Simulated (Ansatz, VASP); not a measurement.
**Two plane-wave programs on Mg2SiN2**

INCAR

```
SYSTEM = Mg2SiN2
  ALGO = Normal
  EDIFF = 1E-7
  ENCUT = 520
  GGA = PE
  ISIF = 2
  ISMEAR = 0
  LASPH = .True.
  LCHARG = .False.
  LREAL = .False.
  LWAVE = .False.
  NBANDS = 17
  NELM = 60
  PREC = Accurate
  SIGMA = 0.1
```

Contents of KPOINTS:

```
k-points
0
Gamma
  8 8 8
  0 0 0
```

POSCAR

```
Mg2SiN2
1.0
   -1.6856088800      1.6856088800      5.6043260900
    1.6856088800     -1.6856088800      5.6043260900
    1.6856088800      1.6856088800     -5.6043260900
Mg Si N
2 1 2
Direct
    0.7500000000      0.2500000000      0.5000000000
    0.2500000000      0.7500000000      0.5000000000
    0.5000000000      0.5000000000      0.0000000000
    0.1500000100      0.1500000100      0.0000000000
    0.8499999900      0.8499999900      0.0000000000
```

Input for Ansatz:

```yaml
crystal:
  lattice:
    - [-1.68560888, 1.68560888, 5.60432609]
    - [1.68560888, -1.68560888, 5.60432609]
    - [1.68560888, 1.68560888, -5.60432609]
  atoms:
    - { symbol: Mg, position: [0.75, 0.25, 0.5] }
    - { symbol: Mg, position: [0.25, 0.75, 0.5] }
    - { symbol: Si, position: [0.5, 0.5, 0.0] }
    - { symbol: "N", position: [0.15000001, 0.15000001, 0.0] }
    - { symbol: "N", position: [0.84999999, 0.84999999, 0.0] }
basis:
  ecutwfc: 420
kpoints:
  mp_grid: { grid: [8, 8, 8] }
hamiltonian:
  xc: pbe
scf:
  occupations: { method: gaussian, width: 0.1 }
  lower_state_search: "off"
output:
  forces: true
  stress: true
  eigenvalues: true
```

Change from the starting cell: species swapped into the Pb2ClO2 type (I4/mmm, No. 139).

Alike in both runs: task single point; functional PBE; k mesh 8 × 8 × 8; occupations gaussian, width 0.1 eV; no spin polarisation.

```csv
,VASP,Ansatz
version,VASP 6.6.1,Ansatz 0.2.0
potentials or method,"VASP PAW PBE potentials, release 64 (Mg, Si, N), cutoff 520 eV","scalar-relativistic, plane waves, PAW"
valence electrons in the cell,18,34
```

```tsv
	VASP	Ansatz	Ansatz less VASP
gap on the k mesh at the Fermi level (eV)	0.06	0.07	+0.003
least direct gap on the mesh (eV)	0.06	0.07	+0.003
pressure (GPa)	11.6	11.5	-0.13
traceless stress, the component that is largest in VASP (GPa)	-20.04	-19.82	+0.226
rms of the force components (eV/Å)	0.215	0.213	-0.0018
```

Atom by atom the forces differ by 0.002 eV/Å (rms over components). VASP's potentials hold 18 valence electrons a cell and Ansatz's 34, so a difference there can come from the potentials and not from the codes.
